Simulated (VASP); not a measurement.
# TiC (Cm) in VASP: notebook, part 2 of 2

VASP 6.6.1.

### Step 3. Single point, PBEsol (atom 1 (Ti) moved by (-0.200, -0.200) A along [1 1 0] and z)

Contents of INCAR:

```
ALGO = Normal
EDIFF = 1E-6
ENCUT = 520
GGA = PS
ISIF = 2
ISMEAR = 0
LASPH = True
LCHARG = False
LREAL = False
LWAVE = False
NBANDS = 15
NELM = 100
PREC = Accurate
SIGMA = 0.15
```

Contents of KPOINTS:

```
k-points
0
Gamma
  18 18 18
```

Contents of POSCAR:

```
TiC
1.0
    0.0000000000      2.1640000000      2.1640000000
    2.1640000000      0.0000000000      2.1640000000
    2.1640000000      2.1640000000      0.0000000000
Ti C
1 1
Direct
   -0.0462107209     -0.0462107209     -0.0191411073
    0.5000000000      0.5000000000      0.5000000000
```

Potentials or basis: VASP PAW PBE potentials, release 64 (Ti_sv, C).

Launch:

```bash
$ cat potpaw_PBE.64/Ti_sv/POTCAR potpaw_PBE.64/C/POTCAR > POTCAR
$ mpirun -np 1 vasp_std > vasp.out
```

OUTCAR:

```text
EDIFF = 1E-6
   ENCUT = 520
   GGA = PS
   ISIF = 2
   ISMEAR = 0
   LASPH = True
   LREAL = False
   NELM = 100
   PREC = Accurate

 ion  position               nearest neighbor table
   1  0.954  0.954  0.981-   2 1.97   2 2.04   2 2.04   2 2.32   2 2.32   2 2.37
   2  0.500  0.500  0.500-   1 1.97   1 2.04   1 2.04   1 2.32   1 2.32   1 2.37

  LATTYP: Found a face centered cubic cell.
 ALAT       =     4.3280000000

  Lattice vectors:

 A1 = (   0.0000000000,   2.1640000000,   2.1640000000)
[... 618 lines left out ...]
------------------------ aborting loop because EDIFF is reached ----------------------------------------

  FORCE on cell =-STRESS in cart. coord.  units (eV):
  Direction    XX          YY          ZZ          XY          YZ          ZX
  --------------------------------------------------------------------------------------
  -------------------------------------------------------------------------------------
  Total        0.1283489      0.1283489      0.9758375     -0.3198263     -0.4337802     -0.4337806
  in kB       10.1461412     10.1461412     77.1411904    -25.2826758    -34.2908701    -34.2909014
  external PRESSURE =      32.4778242 kB  Pullay stress =       0.0000000 kB

 VOLUME and BASIS-vectors are now :
 -----------------------------------------------------------------------------
  energy-cutoff  :      520.00
  volume of cell :       20.27
      direct lattice vectors                 reciprocal lattice vectors
     0.000000000  2.164000000  2.164000000    -0.231053604  0.231053604  0.231053604
     2.164000000  0.000000000  2.164000000     0.231053604 -0.231053604  0.231053604
     2.164000000  2.164000000  0.000000000     0.231053604  0.231053604 -0.231053604

 POSITION                                       TOTAL-FORCE (eV/Angst)
 -----------------------------------------------------------------------------------
      4.18658      4.18658      4.12800         1.058617      1.058617      1.785971
      2.16400      2.16400      2.16400        -1.058617     -1.058617     -1.785971
 -----------------------------------------------------------------------------------
    total drift:                                0.000141      0.000141      0.000141

  FREE ENERGIE OF THE ION-ELECTRON SYSTEM (eV)
  ---------------------------------------------------
  free  energy   TOTEN  =       -19.4606967435 eV

  energy  without entropy=      -19.4604816159  energy(sigma->0) =      -19.46058918
```

OSZICAR:

```text
N       E                     dE             d eps       ncg     rms          rms(c)
DAV:   1     0.108286006402E+03    0.10829E+03   -0.72228E+03 46564   0.124E+03
DAV:   2    -0.159424559886E+02   -0.12423E+03   -0.11573E+03 49293   0.328E+02
DAV:   3    -0.246911836614E+02   -0.87487E+01   -0.86317E+01 72007   0.773E+01
DAV:   4    -0.248871205952E+02   -0.19594E+00   -0.19569E+00 54473   0.117E+01
DAV:   5    -0.248929053632E+02   -0.57848E-02   -0.57844E-02 63964   0.160E+00    0.193E+01
DAV:   6    -0.199262433459E+02    0.49667E+01   -0.11286E+01 69958   0.564E+01    0.640E+00
DAV:   7    -0.194932869425E+02    0.43296E+00   -0.18968E+00 54064   0.195E+01    0.516E+00
DAV:   8    -0.194594170171E+02    0.33870E-01   -0.13497E-01 54318   0.471E+00    0.241E+00
DAV:   9    -0.194634473799E+02   -0.40304E-02   -0.57652E-02 65558   0.248E+00    0.752E-01
DAV:  10    -0.194613740288E+02    0.20734E-02   -0.77913E-03 58937   0.132E+00    0.403E-01
DAV:  11    -0.194607254469E+02    0.64858E-03   -0.14881E-03 57483   0.555E-01    0.319E-02
DAV:  12    -0.194606980834E+02    0.27364E-04   -0.12128E-04 52233   0.147E-01    0.172E-02
DAV:  13    -0.194606970034E+02    0.10800E-05   -0.61276E-06 56237   0.266E-02    0.665E-03
DAV:  14    -0.194606967435E+02    0.25991E-06   -0.93492E-08 36690   0.405E-03
   1 F= -.19460697E+02 E0= -.19460589E+02  d E =-.215128E-03
```

stdout:

```text
POSCAR found type information on POSCAR TiC
 POSCAR found :  2 types and       2 ions
 scaLAPACK will be used
 -----------------------------------------------------------------------------
|                                                                             |
|                                                                             |
|     You enforced a specific xc type in the INCAR file but a different       |
|     I HOPE YOU KNOW WHAT YOU ARE DOING!                                     |
|                                                                             |
 -----------------------------------------------------------------------------

 LDA part: xc-table for (Slater+PW92), standard interpolation
 POSCAR, INCAR and KPOINTS ok, starting setup
 FFT: planning ... GRIDC
 FFT: planning ... GRID_SOFT
 FFT: planning ... GRID
 WAVECAR not read
 entering main loop
```

Run time: 12 min. Hardware: 1 thread of Oxide Virtual Turin-like, shared host; peak memory 0.52 GiB.

What came out:

```
Free energy            : -19.4607 eV
Pressure               : 3.2 GPa
Largest force          : 2.330 eV/Å
Band gap on the k mesh : 0.19 eV (least direct gap 0.54 eV)
```

Forces in eV/Å, atoms in the order of the input:
```
Ti   1.059  1.059  1.786
C   -1.059 -1.059 -1.786
```

Levels at points of the mesh, in eV from the valence-band top:
| k point | band 6 | band 7 | band 8 | band 9 | band 10 | band 11 |
| --- | --- | --- | --- | --- | --- | --- |
| (0.00, 0.00, 0.00) | -0.64 | -0.47 | -0.34 | 0.87 | 1.21 | 3.44 |
| (0.50, 0.00, 0.00) | -5.81 | -2.84 | -2.55 | 2.81 | 2.87 | 4.10 |
| (0.00, 0.00, 0.50) | -5.81 | -2.78 | -2.47 | 2.80 | 2.84 | 4.07 |
| (0.50, 0.50, 0.50) | -5.81 | -3.10 | -3.08 | 2.92 | 2.97 | 4.32 |
| (0.50, 0.50, 0.00) | -3.32 | -2.39 | -0.30 | 0.91 | 3.12 | 3.51 |
| (0.00, 0.50, 0.50) | -3.40 | -2.62 | -0.43 | 1.26 | 3.30 | 3.51 |

Caveat: the cell differs from its parent crystal (atom 1 (Ti) moved by (-0.200, -0.200) A along [1 1 0] and z); the stress differs along the axes, from 1 to 8 GPa; the PAW data sets were made with another functional, which shifts forces and pressure a little.
